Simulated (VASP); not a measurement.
A run of VASP 6.6.1 is set up as follows.

Contents of INCAR:

```
SYSTEM = CaO
ALGO = Normal ; EDIFF = 1E-7
EDIFFG = -0.002 ; ENCUT = 520
GGA = PS ; GGA_COMPAT = .FALSE.
IBRION = 2 ; ISIF = 2
ISMEAR = 0 ; LASPH = .TRUE.
LCHARG = .FALSE. ; LREAL = .FALSE.
LWAVE = .FALSE. ; NELM = 120
NELMIN = 4 ; NSW = 60
PREC = Accurate ; SIGMA = 0.02
```

KPOINTS

```
k-points
0
G
  8 8 8
  0 0 0
```

File POSCAR:

```
CaO
1.0
    0.0000000000      2.4071923048      2.3724992354
    2.4071923048      0.0000000000      2.3724992354
    2.4071923048      2.4071923048      0.0000000000
Ca O
1 1
Direct
    0.0000000000      0.0000000000      0.0000000000
    0.5000000000      0.5000000000      0.5000000000
```

Potentials or basis: VASP PAW PBE potentials, release 64 (Ca_sv, O).

Command:

```sh
$ cat potpaw_PBE.64/Ca_sv/POTCAR potpaw_PBE.64/O/POTCAR > POTCAR
$ mpirun -np 1 vasp_std > vasp.out
```

Task: Predict the band gap on the k mesh.

Result: 3.47 eV, indirect (least direct gap 3.89 eV).

Final structure:
```cif
data_structure
_symmetry_space_group_name_H-M 'P 1'
_symmetry_Int_Tables_number 1
_cell_length_a 3.3798
_cell_length_b 3.3798
_cell_length_c 3.4043
_cell_angle_alpha 59.760
_cell_angle_beta 59.760
_cell_angle_gamma 60.479
_cell_volume 27.50
loop_
_atom_site_label
_atom_site_type_symbol
_atom_site_fract_x
_atom_site_fract_y
_atom_site_fract_z
_atom_site_occupancy
Ca1 Ca 0.00000 0.00000 0.00000 1
O1 O 0.50000 0.50000 0.50000 1
```

Caveat: the cell differs from its parent crystal (strained cell); the relaxation stopped at its first step, so nothing moved. A k mesh can miss the band edges.
